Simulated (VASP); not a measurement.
A run of VASP 6.6.1:

INCAR

```
PREC = Accurate ; ENCUT = 500
EDIFF = 1E-6 ; ISMEAR = 0
SIGMA = 0.15 ; LREAL = F
LASPH = T ; NELM = 120
ALGO = Normal ; ISIF = 2
LWAVE = F ; LCHARG = F
NBANDS = 16 ; GGA_COMPAT = F
```

File KPOINTS:

```
Automatic mesh
0
Gamma
  18 18 10
```

The input POSCAR:

```
Ir
1.0
    2.7323000000      0.0000000000      0.0000000000
   -1.3661500000      2.3662412107      0.0000000000
    0.0000000000      0.0000000000      4.7371000000
Ir
2
Direct
    0.6666666667      0.3333333333      0.7500000000
    0.3333333333      0.6666666667      0.2500000000
```

Potentials or basis: VASP PAW LDA potentials, release 64 (Ir).

Command:

```console
$ cat potpaw_LDA.64/Ir/POTCAR > POTCAR
$ mpirun -np 1 vasp_std > vasp.out
```

Hardware: 1 thread of Intel(R) Xeon(R) Platinum 8488C (Sapphire Rapids), with other jobs on the host.

Task: Estimate the wall time of this run.

Result: Run time: 54 s on 1 thread of Intel(R) Xeon(R) Platinum 8488C (Sapphire Rapids), on a shared host, peak memory 0.2 GiB. Counts: scf iterations 12, k points 222.
